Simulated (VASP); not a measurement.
Wanted: the native input for a VASP 6.6.1 run.

```
Task                   : single point
Functional             : LDA
Potentials or basis    : VASP PAW LDA potentials, release 64 (Cd, S)
Cutoff                 : 520 eV
k mesh                 : 9 × 9 × 4
Occupations            : gaussian, width 0.01 eV
Spin                   : no spin polarisation
Dipole correction      : no
Further INCAR settings : ALGO = Normal; EDIFF = 1e-06; NBANDS = 26
```

The structure of CdS lies in POSCAR:

```
CdS
1.0
    4.0738866863      0.0000000000      0.0000000000
   -2.0369433432      3.5280893625      0.0000000000
    0.0000000000      0.0000000000      6.6385814430
Cd S
2 2
Direct
    0.3333333333      0.6666666667     -0.0553041912
    0.6666666667      0.3333333333      0.4446958088
    0.3333333333      0.6666666667      0.4323041912
    0.6666666667      0.3333333333      0.9323041912
```

This cell differs from its parent crystal: atoms moved along the polar distortion.

These files were run (other wordings do the same):

INCAR

```
PREC = Accurate
ENCUT = 520
EDIFF = 1E-6
ISMEAR = 0
SIGMA = 0.01
LREAL = F
LASPH = T
NELM = 60
ALGO = Normal
ISIF = 2
LWAVE = F
LCHARG = F
NBANDS = 26
```

KPOINTS

```
Automatic mesh
0
Gamma
  9 9 4
```

Potentials or basis: VASP PAW LDA potentials, release 64 (Cd, S).

Command:

```console
$ cat potpaw_LDA.64/Cd/POTCAR potpaw_LDA.64/S/POTCAR > POTCAR
$ mpirun -np 1 vasp_std > vasp.out
```

It gave:

| Quantity | Value |
| --- | --- |
| Pressure | 5.1 GPa |
| Largest force | 0.206 eV/Å |
| Band gap on the k mesh | 1.33 eV |

Caveat: the cell differs from its parent crystal (atoms moved along the polar distortion); the stress differs along the axes, from -3 to 9 GPa.

It took 61 s on 1 thread of Intel Xeon 8259CL, on a shared host, peak memory 0.21 GiB.
